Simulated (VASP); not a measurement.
# WS3 (P4/nmm) in VASP: a series of runs

Runs on WS3. Level: PBE. Tasks: single point.

Program: VASP 6.6.1. These are calculated values, not measurements. Logs are shortened: lines on timing, memory, paths and dates and some standing lists are left out, and cuts for length are marked.

## (1) The cell of the first run

Symmetry: P4/nmm, No. 129, tetragonal system. The conventional cell has a = 6.368 Å, b = 6.368 Å, c = 6.612 Å, α = 90.00°, β = 90.00°, γ = 90.00°. W (site symmetry 4mm) has 5 S at 2.13 to 2.33 Å within 2.8 Å. Within 3.2 Å of S (site symmetry 2/m) lie 2 W at 2.33 Å and 4 S at 3.18 Å. Within 2.8 Å of S (site symmetry 4mm) lie 1 W at 2.13 Å.

## (2) Single point, PBE

Input file INCAR:

```
SYSTEM = WS3
  PREC = Accurate
  ENCUT = 520
  EDIFF = 1E-6
  ISMEAR = 0
  SIGMA = 0.1
  LREAL = .FALSE.
  LASPH = .TRUE.
  NELM = 100
  ALGO = Fast
  ISIF = 2
  LWAVE = .FALSE.
  LCHARG = .FALSE.
  GGA = PE
  NBANDS = 42
```

Input file KPOINTS:

```
regular mesh
0
G
  6 6 6
  0 0 0
```

Input file POSCAR:

```
WS3
1.0
    6.3675332370      0.0000000000      0.0000000000
    0.0000000000      6.3675332370      0.0000000000
    0.0000000000      0.0000000000      6.6116163533
W S
2 6
Direct
    0.5000000000      0.0000000000      0.9111335326
    0.0000000000      0.5000000000      0.0888664674
    0.2500000000      0.7500000000      0.0000000000
    0.7500000000      0.7500000000      0.0000000000
    0.7500000000      0.2500000000      0.0000000000
    0.2500000000      0.2500000000      0.0000000000
    0.5000000000      0.0000000000      0.5893291130
    0.0000000000      0.5000000000      0.4106708870
```

Potentials or basis: VASP PAW PBE potentials, release 64 (W_sv, S).

Run with:

```
cat potpaw_PBE.64/W_sv/POTCAR potpaw_PBE.64/S/POTCAR > POTCAR
mpirun -np 1 vasp_std > vasp.out
```

OUTCAR:

```text
SYSTEM = WS3
   PREC = Accurate
   ENCUT = 520
   EDIFF = 1E-6
   ISMEAR = 0
   LREAL = .FALSE.
   LASPH = .TRUE.
   NELM = 100
   ISIF = 2
   GGA = PE

 ion  position               nearest neighbor table
   1  0.500  0.000  0.911-   7 2.13   4 2.33   5 2.33   6 2.33   3 2.33
   2  0.000  0.500  0.089-   8 2.13   4 2.33   5 2.33   6 2.33   3 2.33
   3  0.250  0.750  0.000-   1 2.33   2 2.33
   4  0.750  0.750  0.000-   1 2.33   2 2.33
   5  0.750  0.250  0.000-   1 2.33   2 2.33
   6  0.250  0.250  0.000-   1 2.33   2 2.33
   7  0.500  0.000  0.589-   1 2.13
   8  0.000  0.500  0.411-   2 2.13

  LATTYP: Found a simple tetragonal cell.
 ALAT       =     6.3675332370
 C/A-ratio  =     1.0383324448

  Lattice vectors:

 A1 = (   6.3675332370,   0.0000000000,   0.0000000000)
 A2 = (   0.0000000000,   6.3675332370,   0.0000000000)
 A3 = (   0.0000000000,   0.0000000000,   6.6116163533)

Analysis of symmetry for initial positions (statically):
=====================================================================
 Subroutine PRICEL returns:
 Original cell was already a primitive cell.

 Routine SETGRP: Setting up the symmetry group for a
 simple tetragonal supercell.

 Subroutine GETGRP returns: Found 16 space group operations
 (whereof  8 operations were pure point group operations)
 out of a pool of 16 trial point group operations.

The static configuration has the point symmetry D_2d.
 The point group associated with its full space group is D_4h.

Analysis of symmetry for dynamics (positions and initial velocities):
=====================================================================
 Subroutine PRICEL returns:
 Original cell was already a primitive cell.

 Routine SETGRP: Setting up the symmetry group for a
 simple tetragonal supercell.

 Subroutine GETGRP returns: Found 16 space group operations
 (whereof  8 operations were pure point group operations)
 out of a pool of 16 trial point group operations.

The dynamic configuration has the point symmetry D_2d.
 The point group associated with its full space group is D_4h.

 Subroutine INISYM returns: Found 16 space group operations
 (whereof  8 operations are pure point group operations),
 and found     1 'primitive' translations

----------------------------------------------------------------------------------------
[... 110 lines left out ...]
   NFREE  =      0    steps in history (QN), initial steepest desc. (CG)
   ISIF   =      2    stress and relaxation
   ISYM   =      2    0-nonsym 1-usesym 2-fastsym
   POTIM  = 0.5000    time-step for ionic-motion
   TEBEG  =    0.0;   TEEND  =   0.0 temperature during run
   PSTRESS=    0.0 pullay stress
   NELECT =      64.0000    total number of electrons
   NUPDOWN=      -1.0000    fix difference up-down
   EMIN   =  10.00;   EMAX   =-10.00  energy-range for DOS
   EFERMI =   0.00;   METHOD = LEGACY
   ISMEAR =     0;   SIGMA  =   0.10  broadening in eV -4-tet -1-fermi 0-gaus
   EFERMI_NEDOS =   21; number of points for ismear=-14 and -15
   IALGO  =     68    algorithm
   IMIX   =      4    mixing-type and parameters
     AMIX     =   0.40;   BMIX     =  1.00
     AMIX_MAG =   1.60;   BMIX_MAG =  1.00
  volume/ion in A,a.u.               =      33.51       226.13
  Fermi-wavevector in a.u.,A,eV,Ry     =   1.015589  1.919186 14.033344  1.031422
  Thomas-Fermi vector in A             =   2.148884
   LORBIT       =      0    0 simple, 1 ext, 2 COOP (PROOUT), +10 PAW based schemes
   GGA     = PE    functional components
   LHFCALC =     F    Hartree Fock is set to
   AEXX    =    0.0000 exact exchange contribution
   IVDW    =     0    specifies the selected vdW correction
   LEPSILON=     F    determine dielectric tensor
   LRPA    =     F    only Hartree local field effects (RPA)
 non-spin polarized calculation
 RMM-DIIS sequential band-by-band and
 Gauss-broadening in eV      SIGMA  =   0.10
  energy-cutoff  :      520.00
  volume of cell :      268.07
 maximum number of plane-waves:      7248
 NGX is ok and might be reduce to    48
   NGX = 23   NGY = 23   NGZ = 25

 number of electron      64.0000013 magnetization

 Free energy of the ion-electron system (eV)
  ---------------------------------------------------
  ext. energy  EPLUGINS =         0.00000000
  ---------------------------------------------------
  free energy    TOTEN  =       -51.38543535 eV

  energy without entropy =      -51.37039002  energy(sigma->0) =      -51.37791268

 E-fermi :   1.1437     XC(G=0):  -7.3152

 val. band max:        1.1352081700   @ k =   0.1667   0.1667   0.3333
 cond. band min:       1.1456223730   @ k =   0.1667   0.1667   0.5000
 fundamental gap:      0.0104142030
 Fermi energy:         1.1437367624

 k-point     1 :       0.0000    0.0000    0.0000
  band No.  band energies     occupation
      1     -74.1927      2.00000
      2     -74.1925      2.00000
      3     -38.4192      2.00000
      4     -38.4192      2.00000
      5     -38.4132      2.00000
      6     -38.4124      2.00000
[... 1069 lines left out ...]
     41       5.2461      0.00000
     42       5.2551      0.00000

 [... further k-points ...]

------------------------ aborting loop because EDIFF is reached ----------------------------------------

  FORCE on cell =-STRESS in cart. coord.  units (eV):
  Direction    XX          YY          ZZ          XY          YZ          ZX
  --------------------------------------------------------------------------------------
  -------------------------------------------------------------------------------------
  Total       -0.0230612     -0.0230612     -0.1299396      0.0000000      0.0000000      0.0000000
  in kB       -0.1378297     -0.1378297     -0.7766081      0.0000000      0.0000000      0.0000000
  external PRESSURE =      -0.3507558 kB  Pullay stress =       0.0000000 kB

 VOLUME and BASIS-vectors are now :
 -----------------------------------------------------------------------------
  energy-cutoff  :      520.00
  volume of cell :      268.07
      direct lattice vectors                 reciprocal lattice vectors
     6.367533237  0.000000000  0.000000000     0.157046687  0.000000000  0.000000000
     0.000000000  6.367533237  0.000000000     0.000000000  0.157046687  0.000000000
     0.000000000  0.000000000  6.611616353     0.000000000  0.000000000  0.151248945

 POSITION                                       TOTAL-FORCE (eV/Angst)
 -----------------------------------------------------------------------------------
      3.18377      0.00000      6.02407        -0.000000     -0.000000     -0.008687
      0.00000      3.18377      0.58755        -0.000000     -0.000000      0.008687
      1.59188      4.77565      0.00000         0.000000      0.000000      0.000000
      4.77565      4.77565      0.00000         0.000000     -0.000000      0.000000
      4.77565      1.59188      0.00000         0.000000      0.000000      0.000000
      1.59188      1.59188      0.00000        -0.000000     -0.000000      0.000000
      3.18377      0.00000      3.89642        -0.000000     -0.000000      0.015736
      0.00000      3.18377      2.71520        -0.000000     -0.000000     -0.015736
 -----------------------------------------------------------------------------------
    total drift:                                0.000000     -0.000000      0.000000

  FREE ENERGIE OF THE ION-ELECTRON SYSTEM (eV)
  ---------------------------------------------------
  free  energy   TOTEN  =       -51.3854353508 eV

  energy  without entropy=      -51.3703900191  energy(sigma->0) =      -51.37791268
```

It took 14 min on 1 thread of AMD EPYC 9755, shared host; peak memory 0.51 GiB.

What came out:

```yaml
Free_energy: -51.3854 eV
Pressure: 0.0 GPa
Largest_force: 0.016 eV/Å
Band_gap_on_the_k_mesh: zero (filled and empty bands touch)
```

Forces in eV/Å, atoms in the order of the input:
```
W    0.000  0.000 -0.009
W    0.000  0.000  0.009
S    0.000  0.000  0.000
S    0.000  0.000  0.000
S    0.000  0.000  0.000
S    0.000  0.000  0.000
S    0.000  0.000  0.016
S    0.000  0.000 -0.016
```

Levels at points of the mesh, in eV from the Fermi level:
| k point | band 29 | band 30 | band 31 | band 32 | band 33 | band 34 | band 35 | band 36 |
| --- | --- | --- | --- | --- | --- | --- | --- | --- |
| (0.00, 0.00, 0.00) | -1.29 | -1.04 | -0.79 | -0.79 | 0.32 | 0.48 | 0.48 | 0.54 |
| (0.50, 0.00, 0.00) | -1.46 | -1.46 | -0.54 | -0.54 | 0.69 | 0.69 | 0.91 | 0.91 |
| (0.50, 0.50, 0.00) | -2.16 | -2.16 | -1.23 | -1.23 | 0.51 | 0.51 | 1.22 | 1.22 |
| (0.00, 0.00, 0.50) | -1.18 | -1.06 | -0.83 | -0.83 | 0.54 | 0.74 | 0.74 | 0.83 |
| (0.50, 0.00, 0.50) | -1.27 | -1.27 | -0.51 | -0.51 | 0.69 | 0.69 | 1.03 | 1.03 |
| (0.50, 0.50, 0.50) | -2.15 | -2.15 | -1.17 | -1.17 | 0.81 | 0.81 | 1.29 | 1.29 |

Caveat: spin-orbit coupling is left out, which moves the levels of the heavy elements.

## (3) Single point, PBE

This run uses another cell than the first one, of 33.29 Å³/atom.

Input file INCAR:

```
SYSTEM = WS3
ALGO = Fast ; EDIFF = 1E-7
ENCUT = 520 ; GGA = PE
ISIF = 2 ; ISMEAR = 0
LASPH = .TRUE. ; LCHARG = .FALSE.
LREAL = .FALSE. ; LWAVE = .FALSE.
NBANDS = 42 ; NELM = 60
PREC = Accurate ; SIGMA = 0.1
```

Input file KPOINTS:

```
k-points
0
G
  6 6 8
  0 0 0
```

Input file POSCAR:

```
WS3
1.0
    6.3682761939      0.0000000000      0.0000000000
    0.0000000000      6.3682761939      0.0000000000
    0.0000000000      0.0000000000      6.5673144045
W S
2 6
Direct
    0.5000000000      0.0000000000      0.9106174692
    0.0000000000      0.5000000000      0.0893825308
    0.2500000000      0.7500000000      0.0000000000
    0.7500000000      0.7500000000      0.0000000000
    0.7500000000      0.2500000000      0.0000000000
    0.2500000000      0.2500000000      0.0000000000
    0.5000000000      0.0000000000      0.5866559702
    0.0000000000      0.5000000000      0.4133440298
```

Potentials or basis: VASP PAW PBE potentials, release 64 (W_sv, S).

Run with:

```
cat potpaw_PBE.64/W_sv/POTCAR potpaw_PBE.64/S/POTCAR > POTCAR
mpirun -np 1 vasp_std > vasp.out
```

It took 18 min on 1 thread of AMD EPYC 9755, shared host; peak memory 0.57 GiB.

It converged, with:

| Quantity | Value |
| --- | --- |
| Free energy | -51.3854 eV |
| Pressure | 0.0 GPa |
| Largest force | 0.016 eV/Å |
| Band gap on the k mesh | zero (filled and empty bands touch) |

Forces on the atoms (eV/Å):
```
W    0.000  0.000 -0.007
W    0.000  0.000  0.007
S    0.000  0.000  0.000
S    0.000  0.000  0.000
S    0.000  0.000  0.000
S    0.000  0.000  0.000
S    0.000  0.000  0.016
S    0.000  0.000 -0.016
```

Levels at points of the mesh, in eV from the Fermi level:
```
           k point  band 29  band 30  band 31  band 32  band 33  band 34  band 35  band 36
(0.00, 0.00, 0.00)    -1.30    -1.04    -0.79    -0.79     0.31     0.48     0.48     0.54
(0.50, 0.00, 0.00)    -1.47    -1.47    -0.54    -0.54     0.69     0.69     0.90     0.90
(0.50, 0.50, 0.00)    -2.16    -2.16    -1.23    -1.23     0.51     0.51     1.22     1.22
(0.00, 0.00, 0.50)    -1.17    -1.06    -0.83    -0.83     0.54     0.74     0.74     0.84
(0.50, 0.00, 0.50)    -1.26    -1.26    -0.51    -0.51     0.69     0.69     1.03     1.03
(0.50, 0.50, 0.50)    -2.15    -2.15    -1.16    -1.16     0.82     0.82     1.30     1.30
```

Caveat: spin-orbit coupling is left out, which moves the levels of the heavy elements.
